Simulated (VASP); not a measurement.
I, 4 atoms in the cell. The typed cell holds 4 atoms: a = 4.353 Å, b = 4.353 Å, c = 9.793 Å, α = 90.00°, β = 90.00°, γ = 66.76°.  This cell differs from its parent crystal: atoms moved at random.

```yaml
Program: VASP 6.6.1
Task: single point
Functional: PBEsol
Potentials_or_basis: VASP PAW PBE potentials, release 64 (I)
Cutoff: 520 eV
k_mesh: 7 × 7 × 3
Occupations: fermi-dirac, width 0.05 eV
Spin: no spin polarisation
Dipole_correction: no
Further_INCAR_settings: ALGO = Normal; EDIFF = 1e-06; NBANDS = 22
```

Potentials or basis: VASP PAW PBE potentials, release 64 (I).

Command:

```sh
$ cat potpaw_PBE.64/I/POTCAR > POTCAR
$ mpirun -np 1 vasp_std > vasp.out
```

Hardware: 1 thread of Intel(R) Xeon(R) Platinum 8259CL CPU @ 2.50GHz (Skylake/Cascade Lake), on a shared host.

Q: How long does it take, and how much memory?

A: Run time: 3.5 min on 1 thread of Intel(R) Xeon(R) Platinum 8259CL CPU @ 2.50GHz (Skylake/Cascade Lake), on a shared host, peak memory 0.4 GiB. Counts: scf iterations 14, k points 74.
